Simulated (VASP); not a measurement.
# Sc (P6_3/mmc) in VASP: further runs, part 2 of 2

VASP 6.6.1. The steps go on from the part before.

**3. Single point, PBEsol**

This run uses another cell than the first one, of 20.26 Å³/atom.

INCAR reads:

```
ALGO = Normal
EDIFF = 1E-6
ENCUT = 520
GGA = PS
ISIF = 2
ISMEAR = 0
LASPH = T
LCHARG = F
LREAL = F
LWAVE = F
NBANDS = 18
NELM = 100
PREC = Accurate
SIGMA = 0.15
```

KPOINTS reads:

```
k-points
0
Gamma
  15 15 10
```

POSCAR reads:

```
Sc
1.0
    3.1131000000      0.0000000000      0.0000000000
   -1.5565500000      2.6960236845      0.0000000000
    0.0000000000      0.0000000000      4.8283000000
Sc
2
Direct
    0.3333333333      0.6666666667      0.2500000000
    0.6666666667      0.3333333333      0.7500000000
```

Potentials or basis: VASP PAW PBE potentials, release 64 (Sc_sv).

On the command line:

```bash
> cat potpaw_PBE.64/Sc_sv/POTCAR > POTCAR
> mpirun -np 1 vasp_std > vasp.out
```

Run time: 1.8 min. Hardware: 1 thread of Intel Xeon 8259CL, shared host; peak memory 0.22 GiB.

Results (log left out):

* Free energy: -13.0116 eV
* Pressure: 11.4 GPa
* Band gap on the k mesh: zero (bands 11 and 12 overlap by 1.89 eV)

Stress tensor (GPa, compression positive):
```
11.59  0.00  0.00
 0.00 11.59  0.00
 0.00  0.00 11.11
```

Levels at points of the mesh, in eV from the Fermi level:
| k point | band 7 | band 8 | band 9 | band 10 | band 11 | band 12 | band 13 | band 14 | band 15 | band 16 |
| --- | --- | --- | --- | --- | --- | --- | --- | --- | --- | --- |
| (0.00, 0.00, 0.00) | -27.07 | -27.02 | -5.44 | -1.93 | 1.24 | 1.81 | 1.81 | 2.18 | 2.41 | 2.41 |
| (0.00, 0.00, 0.50) | -27.13 | -27.13 | -3.64 | -3.64 | 1.12 | 1.12 | 1.69 | 1.69 | 1.69 | 1.69 |

Caveat: the cell stands under pressure; the PAW data sets were made with another functional, which shifts forces and pressure a little.

**4. Single point, PBEsol**

This run uses another cell than the first one, of 20.48 Å³/atom.

INCAR reads:

```
SYSTEM = Sc
  PREC = Accurate
  ENCUT = 520
  EDIFF = 1E-6
  ISMEAR = 0
  SIGMA = 0.15
  LREAL = .FALSE.
  LASPH = .TRUE.
  NELM = 80
  ALGO = Normal
  ISIF = 2
  LWAVE = .FALSE.
  LCHARG = .FALSE.
  GGA = PS
  NBANDS = 18
```

KPOINTS reads:

```
regular mesh
0
G
  15 15 10
  0 0 0
```

POSCAR: that of step 3 with these lines changed.

```diff
@@ -4,3 +4,3 @@
    -1.5565500000      2.6960236845      0.0000000000
-    0.0000000000      0.0000000000      4.8283000000
+    0.0000000000      0.0000000000      4.8791000000
 Sc
```

On the command line:

```bash
> cat potpaw_PBE.64/Sc_sv/POTCAR > POTCAR
> mpirun -np 1 vasp_std > vasp.out
```

Wall time 1.8 min (1 thread of Intel Xeon 8259CL, shared host); peak memory 0.23 GiB.

It converged, with:

```
Free energy            : -13.0394 eV
Pressure               : 10.5 GPa
Band gap on the k mesh : zero (bands 11 and 12 overlap by 1.73 eV)
```

Stress tensor (GPa, compression positive):
```
10.98  0.00  0.00
 0.00 10.98  0.00
 0.00  0.00  9.57
```

Levels at points of the mesh, in eV from the Fermi level:
| k point | band 8 | band 9 | band 10 | band 11 | band 12 | band 13 | band 14 | band 15 |
| --- | --- | --- | --- | --- | --- | --- | --- | --- |
| (0.00, 0.00, 0.00) | -27.07 | -5.43 | -1.93 | 1.10 | 1.81 | 1.81 | 2.09 | 2.38 |
| (0.00, 0.00, 0.50) | -27.16 | -3.67 | -3.67 | 1.06 | 1.06 | 1.71 | 1.71 | 1.71 |

Caveat: the cell stands under pressure; the PAW data sets were made with another functional, which shifts forces and pressure a little.

**5. Single point, PBEsol**

This run uses another cell than the first one, of 20.67 Å³/atom.

INCAR reads:

```
SYSTEM = Sc
ALGO     = Normal         ! electronic algorithm
EDIFF    = 1E-6           ! SCF threshold, eV
ENCUT    = 520            ! plane-wave cutoff, eV
GGA      = PS             ! functional
ISIF     = 2              ! what is computed and relaxed
ISMEAR   = 0              ! smearing method
LASPH    = .TRUE.         ! aspherical terms in the spheres
LCHARG   = .FALSE.        ! write CHGCAR
LREAL    = .FALSE.        ! projectors in reciprocal space
LWAVE    = .FALSE.        ! write WAVECAR
NBANDS   = 18             ! bands
NELM     = 80             ! most SCF steps
PREC     = Accurate       ! precision mode
SIGMA    = 0.15           ! smearing width, eV
```

KPOINTS reads:

```
k-points
0
G
  15 15 10
  0 0 0
```

POSCAR reads:

```
Sc
1.0
    3.1950000000      0.0000000000      0.0000000000
   -1.5975000000      2.7669511651      0.0000000000
    0.0000000000      0.0000000000      4.6758000000
Sc
2
Direct
    0.3333333333      0.6666666667      0.2500000000
    0.6666666667      0.3333333333      0.7500000000
```

Potentials or basis: VASP PAW PBE potentials, release 64 (Sc_sv).

On the command line:

```bash
> cat potpaw_PBE.64/Sc_sv/POTCAR > POTCAR
> mpirun -np 1 vasp_std > vasp.out
```

OUTCAR:

```text
SYSTEM = Sc
   EDIFF = 1E-6
   ENCUT = 520
   GGA = PS
   ISIF = 2
   ISMEAR = 0
   LASPH = .TRUE.
   LREAL = .FALSE.
   NELM = 80
   PREC = Accurate

 ion  position               nearest neighbor table
   1  0.333  0.667  0.250-   2 2.98   2 2.98   2 2.98   2 2.98   2 2.98   2 2.98
   2  0.667  0.333  0.750-   1 2.98   1 2.98   1 2.98   1 2.98   1 2.98   1 2.98

  LATTYP: Found a hexagonal cell.
 ALAT       =     3.1950000000
 C/A-ratio  =     1.4634741784

  Lattice vectors:
[... 694 lines left out ...]

------------------------ aborting loop because EDIFF is reached ----------------------------------------

  FORCE on cell =-STRESS in cart. coord.  units (eV):
  Direction    XX          YY          ZZ          XY          YZ          ZX
  --------------------------------------------------------------------------------------
  -------------------------------------------------------------------------------------
  Total        2.0178153      2.0178153      3.3189847      0.0000000      0.0000000     -0.0000000
  in kB       78.2102576     78.2102576    128.6434114      0.0000000      0.0000000     -0.0000000
  external PRESSURE =      95.0213089 kB  Pullay stress =       0.0000000 kB

 VOLUME and BASIS-vectors are now :
 -----------------------------------------------------------------------------
  energy-cutoff  :      520.00
  volume of cell :       41.34
      direct lattice vectors                 reciprocal lattice vectors
     3.195000000  0.000000000  0.000000000     0.312989045  0.180704310  0.000000000
    -1.597500000  2.766951165  0.000000000     0.000000000  0.361408619  0.000000000
     0.000000000  0.000000000  4.675800000     0.000000000  0.000000000  0.213867146

 POSITION                                       TOTAL-FORCE (eV/Angst)
 -----------------------------------------------------------------------------------
     -0.00000      1.84463      1.16895         0.000000      0.000000      0.000000
      1.59750      0.92232      3.50685         0.000000     -0.000000      0.000000
 -----------------------------------------------------------------------------------
    total drift:                               -0.000000      0.000000     -0.000000

  FREE ENERGIE OF THE ION-ELECTRON SYSTEM (eV)
  ---------------------------------------------------
  free  energy   TOTEN  =       -13.0425829162 eV

  energy  without entropy=      -13.0072480703  energy(sigma->0) =      -13.02491549
```

It took 1.9 min on 1 thread of Intel Xeon 8259CL, shared host; peak memory 0.22 GiB.

Results:

| Item | Value |
| --- | --- |
| Free energy | -13.0426 eV |
| Pressure | 9.5 GPa |
| Band gap on the k mesh | zero (bands 11 and 12 overlap by 2.46 eV) |

Levels at points of the mesh, in eV from the Fermi level:
| k point | band 7 | band 8 | band 9 | band 10 | band 11 | band 12 | band 13 | band 14 | band 15 | band 16 |
| --- | --- | --- | --- | --- | --- | --- | --- | --- | --- | --- |
| (0.00, 0.00, 0.00) | -27.14 | -27.05 | -5.38 | -1.85 | 1.71 | 1.71 | 1.72 | 2.41 | 2.41 | 2.42 |
| (0.00, 0.00, 0.50) | -27.22 | -27.22 | -3.48 | -3.48 | 1.38 | 1.38 | 1.50 | 1.50 | 1.50 | 1.50 |

Caveat: the stress differs along the axes, from 8 to 13 GPa; the PAW data sets were made with another functional, which shifts forces and pressure a little.

**6. Single point, PBEsol**

This run uses another cell than the first one, of 20.79 Å³/atom.

INCAR reads:

```
SYSTEM = Sc
  PREC = Accurate
  ENCUT = 520
  EDIFF = 1E-6
  ISMEAR = 0
  SIGMA = 0.15
  LREAL = .FALSE.
  LASPH = .TRUE.
  NELM = 80
  ALGO = Normal
  ISIF = 2
  LWAVE = .FALSE.
  LCHARG = .FALSE.
  GGA = PS
  NBANDS = 18
```

KPOINTS reads:

```
regular mesh
0
G
  15 15 10
  0 0 0
```

POSCAR reads:

```
Sc
1.0
    3.1131000000      0.0000000000      0.0000000000
   -1.5565500000      2.6960236845      0.0000000000
    0.0000000000      0.0000000000      4.9553000000
Sc
2
Direct
    0.3333333333      0.6666666667      0.2500000000
    0.6666666667      0.3333333333      0.7500000000
```

Potentials or basis: VASP PAW PBE potentials, release 64 (Sc_sv).

On the command line:

```bash
> cat potpaw_PBE.64/Sc_sv/POTCAR > POTCAR
> mpirun -np 1 vasp_std > vasp.out
```

OUTCAR:

```text
SYSTEM = Sc
   PREC = Accurate
   ENCUT = 520
   EDIFF = 1E-6
   ISMEAR = 0
   LREAL = .FALSE.
   LASPH = .TRUE.
   NELM = 80
   ISIF = 2
   GGA = PS

 ion  position               nearest neighbor table
   1  0.333  0.667  0.250-   2 3.06   2 3.06   2 3.06   2 3.06   2 3.06   2 3.06
   2  0.667  0.333  0.750-   1 3.06   1 3.06   1 3.06   1 3.06   1 3.06   1 3.06

  LATTYP: Found a hexagonal cell.
 ALAT       =     3.1131000000
 C/A-ratio  =     1.5917574122

  Lattice vectors:

 A1 = (   3.1131000000,   0.0000000000,   0.0000000000)
 A2 = (  -1.5565500000,   2.6960236845,   0.0000000000)
 A3 = (   0.0000000000,   0.0000000000,   4.9553000000)

Analysis of symmetry for initial positions (statically):
=====================================================================
 Subroutine PRICEL returns:
 Original cell was already a primitive cell.

 Routine SETGRP: Setting up the symmetry group for a
 hexagonal supercell.

 Subroutine GETGRP returns: Found 24 space group operations
 (whereof 12 operations were pure point group operations)
 out of a pool of 24 trial point group operations.

The static configuration has the point symmetry D_3d.
 The point group associated with its full space group is D_6h.
[... 162 lines left out ...]

 E-fermi :   4.6305     XC(G=0): -10.7096

 val. band max:        4.6281638420   @ k =   0.2667   0.2000   0.4000
 cond. band min:       4.6374874058   @ k =   0.2667   0.0667   0.4000
 fundamental gap:      0.0093235638
 Fermi energy:         4.6305137529

 k-point     1 :       0.0000    0.0000    0.0000
  band No.  band energies     occupation
      1     -44.1546      2.00000
      2     -44.0182      2.00000
      3     -23.2433      2.00000
      4     -22.6278      2.00000
      5     -22.6278      2.00000
      6     -22.5262      2.00000
[... 481 lines left out ...]
      5     -22.8709      2.00000
      6     -22.8687      2.00000
[... 10 lines left out ...]
     17       9.1687      0.00000
     18       9.2275      0.00000

 [... further k-points ...]

------------------------ aborting loop because EDIFF is reached ----------------------------------------

  FORCE on cell =-STRESS in cart. coord.  units (eV):
  Direction    XX          YY          ZZ          XY          YZ          ZX
  --------------------------------------------------------------------------------------
  -------------------------------------------------------------------------------------
  Total        2.6219855      2.6219855      1.9100122      0.0000000      0.0000000     -0.0000000
  in kB      101.0076209    101.0076209     73.5800352      0.0000000      0.0000000     -0.0000000
  external PRESSURE =      91.8650924 kB  Pullay stress =       0.0000000 kB

 VOLUME and BASIS-vectors are now :
 -----------------------------------------------------------------------------
  energy-cutoff  :      520.00
  volume of cell :       41.59
      direct lattice vectors                 reciprocal lattice vectors
     3.113100000  0.000000000  0.000000000     0.321223218  0.185458311  0.000000000
    -1.556550000  2.696023685  0.000000000     0.000000000  0.370916623  0.000000000
     0.000000000  0.000000000  4.955300000     0.000000000  0.000000000  0.201804129

 POSITION                                       TOTAL-FORCE (eV/Angst)
 -----------------------------------------------------------------------------------
     -0.00000      1.79735      1.23883        -0.000000      0.000000      0.000000
      1.55655      0.89867      3.71647         0.000000     -0.000000      0.000000
 -----------------------------------------------------------------------------------
    total drift:                                0.000000     -0.000000      0.000000

  FREE ENERGIE OF THE ION-ELECTRON SYSTEM (eV)
  ---------------------------------------------------
  free  energy   TOTEN  =       -13.0735706972 eV

  energy  without entropy=      -13.0326881305  energy(sigma->0) =      -13.05312941
```

Wall time 2 min (1 thread of Intel Xeon 8259CL, shared host); peak memory 0.23 GiB.

What came out:

* Free energy: -13.0736 eV
* Pressure: 9.2 GPa
* Band gap on the k mesh: zero (bands 11 and 12 overlap by 1.59 eV)

Caveat: the cell stands under pressure; the PAW data sets were made with another functional, which shifts forces and pressure a little.

**7. Summary**

| cell | gap on the mesh (eV) | pressure (GPa) |
| --- | --- | --- |
| a = 3.113, b = 3.113, c = 4.676 Å, angles 90.0, 90.0, 120.0°, 2 atoms | none | 14.4 |
| a = 3.113, b = 3.113, c = 4.828 Å, angles 90.0, 90.0, 120.0°, 2 atoms | none | 11.4 |
| a = 3.113, b = 3.113, c = 4.879 Å, angles 90.0, 90.0, 120.0°, 2 atoms | none | 10.5 |
| a = 3.195, b = 3.195, c = 4.676 Å, angles 90.0, 90.0, 120.0°, 2 atoms | none | 9.5 |
| a = 3.113, b = 3.113, c = 4.955 Å, angles 90.0, 90.0, 120.0°, 2 atoms | none | 9.2 |

Alike in all rows: task single point; level PBEsol; potentials or basis VASP PAW PBE potentials, release 64 (Sc_sv); no spin polarisation; k mesh 15 × 15 × 10; cutoff (eV) 520; smearing gaussian 0.15 eV.

Caveats: the PAW data sets were made with another functional, which shifts forces and pressure a little; the cell stands under pressure (at least some runs); the stress differs along the axes, from 8 to 13 GPa (at least some runs).

Absolute energies hang on the potentials; compare differences alone.
